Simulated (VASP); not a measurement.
# WS (Pm-3m) in VASP: notebook

WS is run at these levels: PBE+U; tasks: single point, relaxation of cell and atoms.

Everything below comes from runs of VASP 6.6.1. Logs are shortened: lines on timing, memory, paths and dates and some standing lists are left out, and cuts for length are marked.

### Step 1. The cell of the first run

It takes space group Pm-3m (No. 221, cubic). The conventional cell has a = 3.240 Å, b = 3.240 Å, c = 3.240 Å, α = 90.00°, β = 90.00°, γ = 90.00°. Within 3.7 Å of W (site symmetry m-3m) lie 8 S at 2.81 Å and 6 W at 3.24 Å. S (site symmetry m-3m) has 8 W at 2.81 Å and 6 S at 3.24 Å within 3.7 Å.

### Step 2. Single point, PBE+U, collinear spin

The input, INCAR:

```
PREC = Accurate
ENCUT = 520
EDIFF = 1E-6
ISMEAR = 0
SIGMA = 0.02
LREAL = F
LASPH = T
NELM = 150
ALGO = Normal
ISIF = 2
LWAVE = F
LCHARG = T
ISPIN = 2
MAGMOM = 1 -1 0 0
LORBIT = 11
LMAXMIX = 4
LDAU = T
LDAUTYPE = 2
LDAUL = 2 -1
LDAUU = 6.2 0
LDAUJ = 0 0
LDAUPRINT = 1
GGA = PE
LELF = T
LVHAR = T
NBANDS = 32
```

The input, KPOINTS:

```
Automatic mesh
0
Gamma
  12 12 6
```

The input, POSCAR:

```
WS
1.0
    3.2404427506      0.0000000000      3.2404427506
    0.0000000000      3.2404427506      3.2404427506
    0.0000000000      0.0000000000      6.4808855012
W S
2 2
Direct
    0.0000000000      0.0000000000      0.0000000000
    0.0000000000      0.0000000000      0.5000000000
    0.5000000000      0.5000000000      0.7500000000
    0.5000000000      0.5000000000      0.2500000000
```

Potentials or basis: VASP PAW PBE potentials, release 64 (W_sv, S).

Launch:

```
$ cat potpaw_PBE.64/W_sv/POTCAR potpaw_PBE.64/S/POTCAR > POTCAR
$ mpirun -np 1 vasp_std > vasp.out
```

OUTCAR:

```text
PREC = Accurate
   ENCUT = 520
   EDIFF = 1E-6
   ISMEAR = 0
   LREAL = F
   LASPH = T
   NELM = 150
   ISIF = 2
   ISPIN = 2
   LORBIT = 11
   GGA = PE

 ion  position               nearest neighbor table
   1  0.000  0.000  0.000-   3 2.81   3 2.81   4 2.81   3 2.81   4 2.81   4 2.81   3 2.81   4 2.81
                             2 3.24   2 3.24   2 3.24   2 3.24   2 3.24   2 3.24
   2  0.000  0.000  0.500-   4 2.81   3 2.81   4 2.81   3 2.81   4 2.81   3 2.81   4 2.81   3 2.81
                             1 3.24   1 3.24   1 3.24   1 3.24   1 3.24   1 3.24
   3  0.500  0.500  0.750-   2 2.81   1 2.81   2 2.81   1 2.81   2 2.81   1 2.81   2 2.81   1 2.81

   4  0.500  0.500  0.250-   1 2.81   1 2.81   2 2.81   1 2.81   2 2.81   2 2.81   1 2.81   2 2.81

  LATTYP: Found a face centered cubic cell.
 ALAT       =     6.4808855012

  Lattice vectors:

 A1 = (   3.2404427506,  -3.2404427506,   0.0000000000)
 A2 = (   3.2404427506,   0.0000000000,   3.2404427506)
 A3 = (   0.0000000000,  -3.2404427506,   3.2404427506)

Analysis of symmetry for initial positions (statically):
=====================================================================
 Subroutine PRICEL returns following result:

  LATTYP: Found a simple cubic cell.
 ALAT       =     3.2404427506
[... 12 lines left out ...]
 Subroutine GETGRP returns: Found 48 space group operations
 (whereof 48 operations were pure point group operations)
 out of a pool of 48 trial point group operations.

The static configuration has the point symmetry O_h .

Analysis of symmetry for dynamics (positions and initial velocities):
=====================================================================
 Subroutine PRICEL returns following result:

  LATTYP: Found a simple cubic cell.
 ALAT       =     3.2404427506
[... 12 lines left out ...]
 Subroutine GETGRP returns: Found 48 space group operations
 (whereof 48 operations were pure point group operations)
 out of a pool of 48 trial point group operations.

The dynamic configuration has the point symmetry O_h .

Analysis of structural, dynamic, and magnetic symmetry:
=====================================================================
 Subroutine PRICEL returns following result:
[... 222 lines left out ...]
  o =  0.2828  v =  0.0000  0.0000  0.0000  0.0000  0.0000  1.0000  0.0000  0.0000  0.0000  0.0000      0.0000  0.0000  0.0000  0.0000  0.0000  0.0000  0.0000  0.0000  0.0000  0.0000
  o =  0.2828  v =  0.0000  0.0000  0.0000  0.0000  0.0000  0.0000 -0.9420  0.0000  0.3355  0.0000      0.0000  0.0000  0.0000  0.0000  0.0000  0.0000  0.0000  0.0000  0.0000  0.0000
  o =  0.2828  v =  0.0000  0.0000  0.0000  0.0000  0.0000  0.0000  0.3355 -0.0000  0.9420 -0.0000      0.0000  0.0000  0.0000  0.0000  0.0000  0.0000  0.0000  0.0000  0.0000  0.0000
  o =  0.3416  v =  0.0000  0.0000  1.0000 -0.0000 -0.0000  0.0000  0.0000  0.0000  0.0000  0.0000      0.0000  0.0000  0.0000  0.0000  0.0000  0.0000  0.0000  0.0000  0.0000  0.0000
  o =  0.3416  v =  0.0000  0.0000 -0.0000  0.0000 -1.0000  0.0000  0.0000  0.0000  0.0000  0.0000      0.0000  0.0000  0.0000  0.0000  0.0000  0.0000  0.0000  0.0000  0.0000  0.0000
  o =  0.5015  v =  0.0000  0.0000  0.0000  0.0000  0.0000  0.0000  0.0000  1.0000  0.0000  0.0003      0.0000  0.0000  0.0000  0.0000  0.0000  0.0000  0.0000  0.0000  0.0000  0.0000
  o =  0.5015  v =  0.0000  0.0000  0.0000  0.0000  0.0000  0.0000 -0.0000  0.0003 -0.0000 -1.0000      0.0000  0.0000  0.0000  0.0000  0.0000  0.0000  0.0000  0.0000  0.0000  0.0000

 number of electron      40.0000004 magnetization       0.0000000

 Free energy of the ion-electron system (eV)
  ---------------------------------------------------
  ext. energy  EPLUGINS =         0.00000000
  ---------------------------------------------------
  free energy    TOTEN  =       -18.32689372 eV

  energy without entropy =      -18.32532243  energy(sigma->0) =      -18.32610808

 E-fermi :  10.0142     XC(G=0): -12.0806

 val. band max:       10.0019135437   @ k =   0.4167   0.0000   0.1667
 cond. band min:      10.0187439618   @ k =   0.3333   0.0000   0.1667
 fundamental gap:      0.0168304181
 Fermi energy:        10.0142317725

 spin component 1

 k-point     1 :       0.0000    0.0000    0.0000
  band No.  band energies     occupation
      1     -66.1187      1.00000
      2     -65.8335      1.00000
      3     -30.2577      1.00000
      4     -30.2577      1.00000
      5     -30.2577      1.00000
      6     -29.8536      1.00000
[... 1673 lines left out ...]
     31      17.4940      0.00000
     32      17.6522      0.00000

 [... further k-points ...]
[... 5 lines left out ...]
  --------------------------------------------------------------------------------------
  -------------------------------------------------------------------------------------
  Total      -10.2498855    -10.2498855    -10.2498855      0.0000000     -0.0000000      0.0000000
  in kB     -241.3162350   -241.3162350   -241.3162350      0.0000000     -0.0000000      0.0000000
  external PRESSURE =    -241.3162350 kB  Pullay stress =       0.0000000 kB

 VOLUME and BASIS-vectors are now :
 -----------------------------------------------------------------------------
  energy-cutoff  :      520.00
  volume of cell :       68.05
      direct lattice vectors                 reciprocal lattice vectors
     3.240442751  0.000000000  3.240442751     0.308599805  0.000000000  0.000000000
     0.000000000  3.240442751  3.240442751     0.000000000  0.308599805  0.000000000
     0.000000000  0.000000000  6.480885501    -0.154299902 -0.154299902  0.154299902

 POSITION                                       TOTAL-FORCE (eV/Angst)
 -----------------------------------------------------------------------------------
      0.00000      0.00000      0.00000         0.000000     -0.000000     -0.000000
      0.00000      0.00000      3.24044         0.000000     -0.000000     -0.000000
      1.62022      1.62022      8.10111         0.000000      0.000000      0.000000
      1.62022      1.62022      4.86066         0.000000      0.000000     -0.000000
 -----------------------------------------------------------------------------------
    total drift:                                0.000000     -0.000000      0.000000

  FREE ENERGIE OF THE ION-ELECTRON SYSTEM (eV)
  ---------------------------------------------------
  free  energy   TOTEN  =       -18.3268937225 eV

  energy  without entropy=      -18.3253224342  energy(sigma->0) =      -18.32610808

 total charge

# of ion       s       p       d       tot
------------------------------------------
    1        2.292   6.155   3.074  11.521
    2        2.292   6.155   3.074  11.521
    3        1.332   2.241   0.000   3.573
    4        1.332   2.241   0.000   3.573
--------------------------------------------------
tot          7.249  16.792   6.147  30.188

 magnetization (x)

# of ion       s       p       d       tot
------------------------------------------
    1        0.005   0.011   0.585   0.600
    2       -0.005  -0.011  -0.585  -0.600
    3        0.000   0.000   0.000   0.000
    4        0.000   0.000   0.000   0.000
--------------------------------------------------
tot          0.000   0.000   0.000   0.000
```

It took 11 min on 1 thread of Intel Xeon 8259CL, shared host; peak memory 0.37 GiB.

What came out:

| Quantity | Value |
| --- | --- |
| Free energy | -18.3269 eV |
| Pressure | -24.1 GPa |
| Band gap on the k mesh | zero (filled and empty bands overlap) |
| Net moment | 0.00 μB per cell |
| Site moments | W +0.60, -0.60; S +0.00 μB |
| Valence electrons inside the program's atomic spheres | W 11.52; S 3.57 |

Eigenvalues of the final occupation matrices:
| site | spin | trace | eigenvalues |
| --- | --- | --- | --- |
| site 1 d | 1 | 1.85 | 0.28 0.28 0.28 0.50 0.50 |
| site 1 d | 2 | 1.26 | 0.19 0.19 0.19 0.34 0.34 |
| site 2 d | 1 | 1.26 | 0.19 0.19 0.19 0.34 0.34 |
| site 2 d | 2 | 1.85 | 0.28 0.28 0.28 0.50 0.50 |

Caveat: the cell stands under tension; spin-orbit coupling is left out, which moves the levels of the heavy elements.

[end of part 1 of 2]
